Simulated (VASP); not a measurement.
# AlC (Pm-3m) in VASP: further runs

The runs below take AlC through single point, relaxation of cell and atoms, with PBE.

All numbers are computed with VASP 6.6.1; they aren't measurements. Logs are shortened: lines on timing, memory, paths and dates and some standing lists are left out, and cuts for length are marked.

## (1) The cell of the first run

It takes space group Pm-3m (No. 221, cubic). Conventional cell: a = 2.691 Å, b = 2.691 Å, c = 2.691 Å, α = 90.00°, β = 90.00°, γ = 90.00°. Within 3.1 Å of Al (site symmetry m-3m) lie 8 C at 2.33 Å and 6 Al at 2.69 Å. Within 3.1 Å of C (site symmetry m-3m) lie 8 Al at 2.33 Å and 6 C at 2.69 Å.

## (2) Single point, PBE

The input, INCAR:

```
PREC = Accurate ; ENCUT = 520
EDIFF = 1E-7 ; ISMEAR = 0
SIGMA = 0.1 ; LREAL = False
LASPH = True ; NELM = 100
ALGO = Normal ; ISIF = 2
LWAVE = False ; LCHARG = False
GGA = PE ; NBANDS = 10
```

The input, KPOINTS:

```
regular mesh
0
Gamma
  6 6 6
```

The input, POSCAR:

```
AlC
1.0
    2.6914861761      0.0000000000      0.0000000000
    0.0000000000      2.6914861761      0.0000000000
    0.0000000000      0.0000000000      2.6914861761
Al C
1 1
Direct
    0.5000000000      0.5000000000      0.5000000000
    0.0000000000      0.0000000000      0.0000000000
```

Potentials or basis: VASP PAW PBE potentials, release 64 (Al, C).

Run with:

```sh
$ cat potpaw_PBE.64/Al/POTCAR potpaw_PBE.64/C/POTCAR > POTCAR
$ mpirun -np 1 vasp_std > vasp.out
```

OUTCAR:

```text
PREC = Accurate
   ENCUT = 520
   EDIFF = 1E-7
   ISMEAR = 0
   LREAL = False
   LASPH = True
   NELM = 100
   ISIF = 2
   GGA = PE

 ion  position               nearest neighbor table
   1  0.500  0.500  0.500-   2 2.33   2 2.33   2 2.33   2 2.33   2 2.33   2 2.33   2 2.33   2 2.33

   2  0.000  0.000  0.000-   1 2.33   1 2.33   1 2.33   1 2.33   1 2.33   1 2.33   1 2.33   1 2.33

  LATTYP: Found a simple cubic cell.
 ALAT       =     2.6914861761

  Lattice vectors:

 A1 = (   2.6914861761,   0.0000000000,   0.0000000000)
 A2 = (   0.0000000000,   2.6914861761,   0.0000000000)
 A3 = (   0.0000000000,   0.0000000000,   2.6914861761)

Analysis of symmetry for initial positions (statically):
=====================================================================
 Subroutine PRICEL returns:
 Original cell was already a primitive cell.

 Routine SETGRP: Setting up the symmetry group for a
 simple cubic supercell.

 Subroutine GETGRP returns: Found 48 space group operations
 (whereof 48 operations were pure point group operations)
 out of a pool of 48 trial point group operations.

The static configuration has the point symmetry O_h .

Analysis of symmetry for dynamics (positions and initial velocities):
=====================================================================
 Subroutine PRICEL returns:
 Original cell was already a primitive cell.

 Routine SETGRP: Setting up the symmetry group for a
 simple cubic supercell.

 Subroutine GETGRP returns: Found 48 space group operations
 (whereof 48 operations were pure point group operations)
 out of a pool of 48 trial point group operations.

The dynamic configuration has the point symmetry O_h .

 Subroutine INISYM returns: Found 48 space group operations
 (whereof 48 operations are pure point group operations),
 and found     1 'primitive' translations

----------------------------------------------------------------------------------------

                                     Primitive cell

  volume of cell :      19.4974

  direct lattice vectors                    reciprocal lattice vectors
     2.691486176  0.000000000  0.000000000     0.371541942  0.000000000  0.000000000
     0.000000000  2.691486176  0.000000000     0.000000000  0.371541942  0.000000000
     0.000000000  0.000000000  2.691486176     0.000000000  0.000000000  0.371541942

  length of vectors
     2.691486176  2.691486176  2.691486176     0.371541942  0.371541942  0.371541942

[... 80 lines left out ...]
   NFREE  =      0    steps in history (QN), initial steepest desc. (CG)
   ISIF   =      2    stress and relaxation
   ISYM   =      2    0-nonsym 1-usesym 2-fastsym
   POTIM  = 0.5000    time-step for ionic-motion
   TEBEG  =    0.0;   TEEND  =   0.0 temperature during run
   PSTRESS=    0.0 pullay stress
   NELECT =       7.0000    total number of electrons
   NUPDOWN=      -1.0000    fix difference up-down
   EMIN   =  10.00;   EMAX   =-10.00  energy-range for DOS
   EFERMI =   0.00;   METHOD = LEGACY
   ISMEAR =     0;   SIGMA  =   0.10  broadening in eV -4-tet -1-fermi 0-gaus
   EFERMI_NEDOS =   21; number of points for ismear=-14 and -15
   IALGO  =     38    algorithm
   IMIX   =      4    mixing-type and parameters
     AMIX     =   0.40;   BMIX     =  1.00
     AMIX_MAG =   1.60;   BMIX_MAG =  1.00
  volume/ion in A,a.u.               =       9.75        65.79
  Fermi-wavevector in a.u.,A,eV,Ry     =   1.163542  2.198775 18.419972  1.353830
  Thomas-Fermi vector in A             =   2.300090
   LORBIT       =      0    0 simple, 1 ext, 2 COOP (PROOUT), +10 PAW based schemes
   GGA     = PE    functional components
   LHFCALC =     F    Hartree Fock is set to
   AEXX    =    0.0000 exact exchange contribution
   IVDW    =     0    specifies the selected vdW correction
   LEPSILON=     F    determine dielectric tensor
   LRPA    =     F    only Hartree local field effects (RPA)
 non-spin polarized calculation
 Gauss-broadening in eV      SIGMA  =   0.10
  energy-cutoff  :      520.00
  volume of cell :       19.50
 maximum number of plane-waves:       552
   NGX = 11   NGY = 11   NGZ = 11

 number of electron       7.0000000 magnetization

 Free energy of the ion-electron system (eV)
  ---------------------------------------------------
  ext. energy  EPLUGINS =         0.00000000
  ---------------------------------------------------
  free energy    TOTEN  =       -10.38378774 eV

  energy without entropy =      -10.37708683  energy(sigma->0) =      -10.38043729

 E-fermi :  10.0193     XC(G=0): -11.7351

 val. band max:        9.9822293996   @ k =   0.1667   0.0000   0.0000
 cond. band min:      10.0925320700   @ k =   0.5000   0.3333   0.1667
 fundamental gap:      0.1103026705
 Fermi energy:        10.0193288571

 k-point     1 :       0.0000    0.0000    0.0000
  band No.  band energies     occupation
      1      -5.8393      2.00000
      2       9.6965      2.00000
      3       9.6965      2.00000
      4       9.6965      2.00000
      5      13.6851      0.00000
      6      15.7291      0.00000
      7      15.7291      0.00000
      8      25.4674      0.00000
      9      25.4674      0.00000
     10      25.4674      0.00000
[... 235 lines left out ...]
 k-point    20 :       0.5000    0.5000    0.5000
  band No.  band energies     occupation
      1       2.9318      2.00000
      2       6.0769      2.00000
      3       6.0769      2.00000
      4       6.0769      2.00000
      5      10.9568      0.00000
      6      10.9568      0.00000
      7      10.9568      0.00000
      8      16.0527      0.00000
      9      29.7121      0.00000
     10      29.7121      0.00000

------------------------ aborting loop because EDIFF is reached ----------------------------------------

  FORCE on cell =-STRESS in cart. coord.  units (eV):
  Direction    XX          YY          ZZ          XY          YZ          ZX
  --------------------------------------------------------------------------------------
  -------------------------------------------------------------------------------------
  Total       -0.0024551     -0.0024551     -0.0024551      0.0000000     -0.0000000      0.0000000
  in kB       -0.2017474     -0.2017474     -0.2017474      0.0000000     -0.0000000      0.0000000
  external PRESSURE =      -0.2017474 kB  Pullay stress =       0.0000000 kB

 VOLUME and BASIS-vectors are now :
 -----------------------------------------------------------------------------
  energy-cutoff  :      520.00
  volume of cell :       19.50
      direct lattice vectors                 reciprocal lattice vectors
     2.691486176  0.000000000  0.000000000     0.371541942  0.000000000  0.000000000
     0.000000000  2.691486176  0.000000000     0.000000000  0.371541942  0.000000000
     0.000000000  0.000000000  2.691486176     0.000000000  0.000000000  0.371541942

 POSITION                                       TOTAL-FORCE (eV/Angst)
 -----------------------------------------------------------------------------------
      1.34574      1.34574      1.34574         0.000000      0.000000      0.000000
      0.00000      0.00000      0.00000         0.000000      0.000000      0.000000
 -----------------------------------------------------------------------------------
    total drift:                               -0.000000      0.000000     -0.000000

  FREE ENERGIE OF THE ION-ELECTRON SYSTEM (eV)
  ---------------------------------------------------
  free  energy   TOTEN  =       -10.3837877432 eV

  energy  without entropy=      -10.3770868277  energy(sigma->0) =      -10.38043729
```

OSZICAR:

```text
N       E                     dE             d eps       ncg     rms          rms(c)
DAV:   1     0.106924733834E+01    0.10692E+01   -0.31147E+03   400   0.585E+02
DAV:   2    -0.107624153278E+02   -0.11832E+02   -0.11217E+02   496   0.824E+01
DAV:   3    -0.111285598773E+02   -0.36614E+00   -0.36238E+00   502   0.125E+01
DAV:   4    -0.111292662391E+02   -0.70636E-03   -0.70626E-03   460   0.625E-01
DAV:   5    -0.111292696193E+02   -0.33802E-05   -0.33800E-05   484   0.409E-02    0.424E+00
DAV:   6    -0.104165990476E+02    0.71267E+00   -0.23003E+00   422   0.661E+00    0.140E+00
DAV:   7    -0.103924381522E+02    0.24161E-01   -0.10988E-01   490   0.191E+00    0.877E-01
DAV:   8    -0.103857772521E+02    0.66609E-02   -0.26182E-02   420   0.952E-01    0.258E-01
DAV:   9    -0.103837999559E+02    0.19773E-02   -0.68145E-03   434   0.371E-01    0.106E-01
DAV:  10    -0.103838081533E+02   -0.81974E-05   -0.12474E-04   486   0.842E-02    0.740E-02
DAV:  11    -0.103837893909E+02    0.18762E-04   -0.14652E-04   448   0.544E-02    0.140E-02
DAV:  12    -0.103837878226E+02    0.15683E-05   -0.84399E-06   442   0.170E-02    0.333E-03
DAV:  13    -0.103837877432E+02    0.79438E-07   -0.16954E-07   394   0.312E-03
   1 F= -.10383788E+02 E0= -.10380437E+02  d E =-.670092E-02
```

stdout:

```text
POSCAR found type information on POSCAR AlC
 POSCAR found :  2 types and       2 ions
 scaLAPACK will be used
 LDA part: xc-table for (Slater+PW92), standard interpolation
 POSCAR, INCAR and KPOINTS ok, starting setup
 FFT: planning ... GRIDC
 FFT: planning ... GRID_SOFT
 FFT: planning ... GRID
 WAVECAR not read
 entering main loop
```

Run time: 2.8 s. Hardware: 1 thread of Intel Xeon 6975P-C, shared host; peak memory 0.12 GiB.

Results:

| Item | Value |
| --- | --- |
| Free energy | -10.3838 eV |
| Pressure | 0.0 GPa |

Levels at points of the mesh, in eV from the Fermi level:
```csv
k point,band 1,band 2,band 3,band 4,band 5,band 6,band 7,band 8
"(0.00, 0.00, 0.00)",-15.86,-0.32,-0.32,-0.32,3.67,5.71,5.71,15.45
"(0.50, 0.00, 0.00)",-12.53,-9.64,1.05,1.05,6.54,8.39,9.35,10.55
"(0.50, 0.50, 0.00)",-9.68,-6.58,-6.58,-2.00,2.35,10.23,10.23,13.08
"(0.50, 0.50, 0.50)",-7.09,-3.94,-3.94,-3.94,0.94,0.94,0.94,6.03
```

Caveat: the k points lie up to 0.39 Å⁻¹ apart.

## (3) Single point, PBE

This run uses another cell than the first one, of 12.29 Å³/atom, 1.260 times its volume.

The input, INCAR:

```
  PREC = Accurate
  ENCUT = 520
  EDIFF = 1E-6
  ISMEAR = 0
  SIGMA = 0.1
  LREAL = False
  LASPH = True
  NELM = 80
  ALGO = Normal
  ISIF = 2
  LWAVE = False
  LCHARG = True
  GGA = PE
  LELF = True
  LVHAR = True
  NBANDS = 10
```

KPOINTS is that of step 2.

The input, POSCAR:

```
AlC
1.0
    2.9073292300      0.0000000000      0.0000000000
    0.0000000000      2.9073292300      0.0000000000
    0.0000000000      0.0000000000      2.9073292300
Al C
1 1
Direct
    0.5000000000      0.5000000000      0.5000000000
    0.0000000000      0.0000000000      0.0000000000
```

Potentials or basis: VASP PAW PBE potentials, release 64 (Al, C).

Run with:

```sh
$ cat potpaw_PBE.64/Al/POTCAR potpaw_PBE.64/C/POTCAR > POTCAR
$ mpirun -np 1 vasp_std > vasp.out
```

It took 3.5 s on 1 thread of Intel Xeon 6975P-C, shared host; peak memory 0.13 GiB.

The run converged. Its results:

| Property | Result |
| --- | --- |
| Free energy | -9.9344 eV |
| Pressure | -23.1 GPa |

Levels at points of the mesh, in eV from the Fermi level:
```csv
k point,band 2,band 3,band 4,band 5,band 6,band 7
"(0.00, 0.00, 0.00)",-0.18,-0.18,-0.18,1.20,5.93,5.93
"(0.50, 0.00, 0.00)",-8.06,0.98,0.98,4.58,6.15,8.94
"(0.50, 0.50, 0.00)",-5.20,-5.20,-2.05,1.91,8.33,8.33
"(0.50, 0.50, 0.50)",-2.86,-2.86,-2.86,1.05,1.05,1.05
```

Caveat: the k points lie up to 0.36 Å⁻¹ apart.

## (4) Relaxation of cell and atoms, PBE

This run uses another cell than the first one, of 12.29 Å³/atom, 1.260 times its volume.

The input, INCAR:

```
SYSTEM = AlC
ALGO = Normal
EDIFF = 1E-7
EDIFFG = -0.04
ENCUT = 600
GGA = PE
IBRION = 2
ISIF = 3
ISMEAR = 0
LASPH = .True.
LCHARG = .False.
LREAL = .False.
LWAVE = .False.
NELM = 80
NSW = 90
PREC = Accurate
SIGMA = 0.1
```

The input, KPOINTS:

```
k-points
0
Gamma
  6 6 6
  0 0 0
```

POSCAR is that of step 3.

Run with:

```sh
$ cat potpaw_PBE.64/Al/POTCAR potpaw_PBE.64/C/POTCAR > POTCAR
$ mpirun -np 1 vasp_std > vasp.out
```

Wall time 6.1 s (1 thread of Intel Xeon 6975P-C, shared host); peak memory 0.13 GiB.

It converged, with:

* Free energy: -10.3886 eV
* Relaxed volume: 9.73 Å³/atom
* Relaxed cell: a = 2.690 Å, b = 2.690 Å, c = 2.690 Å, α = 90.00°, β = 90.00°, γ = 90.00°
* Space group after relaxing (to 0.05 Å): Pm-3m (No. 221)
* Energy gained by relaxing: 227.0 meV/atom
* Ionic steps: 3
* Pressure after relaxing: 0.1 GPa

Step by step:
```csv
step,energy change (eV),largest force (eV/Å),pressure (GPa),volume (Å³)
1,0.0000,0.0000,-23.15,24.57
2,-0.4404,0.0000,6.49,18.79
3,-0.4540,0.0000,0.12,19.47
```

Final structure:
```cif
data_structure
_symmetry_space_group_name_H-M 'P 1'
_symmetry_Int_Tables_number 1
_cell_length_a 2.6900
_cell_length_b 2.6900
_cell_length_c 2.6900
_cell_angle_alpha 90.000
_cell_angle_beta 90.000
_cell_angle_gamma 90.000
_cell_volume 19.47
loop_
_atom_site_label
_atom_site_type_symbol
_atom_site_fract_x
_atom_site_fract_y
_atom_site_fract_z
_atom_site_occupancy
Al1 Al 0.50000 0.50000 0.50000 1
C1 C 0.00000 0.00000 0.00000 1
```

Levels at points of the mesh, in eV from the Fermi level:
| k point | band 1 | band 2 | band 3 | band 4 | band 5 | band 6 | band 7 |
| --- | --- | --- | --- | --- | --- | --- | --- |
| (0.00, 0.00, 0.00) | -15.87 | -0.32 | -0.32 | -0.32 | 3.69 | 5.71 | 5.71 |
| (0.50, 0.00, 0.00) | -12.54 | -9.66 | 1.05 | 1.05 | 6.56 | 8.40 | 9.35 |
| (0.50, 0.50, 0.00) | -9.68 | -6.59 | -6.59 | -2.00 | 2.35 | 10.24 | 10.24 |
| (0.50, 0.50, 0.50) | -7.09 | -3.95 | -3.95 | -3.95 | 0.94 | 0.94 | 0.94 |

Caveat: the k points lie up to 0.39 Å⁻¹ apart in the final cell; the volume moved by over 15 % at a fixed basis, so the end points are rough.

## (5) Single point, PBE

This run uses another cell than the first one, of 9.80 Å³/atom, 1.005 times its volume.

The input, INCAR:

```
PREC = Accurate
ENCUT = 520
EDIFF = 1E-7
ISMEAR = 0
SIGMA = 0.1
LREAL = F
LASPH = T
NELM = 60
ALGO = Normal
ISIF = 2
LWAVE = F
LCHARG = F
GGA = PE
NBANDS = 10
```

The input, KPOINTS:

```
regular mesh
0
Gamma
  20 20 20
```

The input, POSCAR:

```
AlC
1.0
    2.6961625792      0.0000000000      0.0000000000
    0.0000000000      2.6961625792      0.0000000000
    0.0000000000      0.0000000000      2.6961625792
Al C
1 1
Direct
    0.5000000000      0.5000000000      0.5000000000
    0.0000000000      0.0000000000      0.0000000000
```

Run with:

```sh
$ cat potpaw_PBE.64/Al/POTCAR potpaw_PBE.64/C/POTCAR > POTCAR
$ mpirun -np 1 vasp_std > vasp.out
```

It took 23 s on 1 thread of Intel Xeon 6975P-C, shared host; peak memory 0.16 GiB.

It converged, with:

```yaml
Free_energy: -10.3417 eV
Pressure: 0.0 GPa
```

Levels at points of the mesh, in eV from the Fermi level:
```
           k point  band 1  band 2  band 3  band 4  band 5  band 6  band 7  band 8  band 9
(0.00, 0.00, 0.00)  -15.71   -0.24   -0.24   -0.24    3.70    5.83    5.83   15.48   15.48
(0.50, 0.00, 0.00)  -12.41   -9.50    1.12    1.12    6.59    8.42    9.46   10.63   10.63
(0.50, 0.50, 0.00)   -9.58   -6.45   -6.45   -1.88    2.41   10.28   10.28   13.13   13.96
(0.50, 0.50, 0.50)   -7.02   -3.83   -3.83   -3.83    1.06    1.06    1.06    6.10   19.71
```

(Part 1 of 2 ends here.)
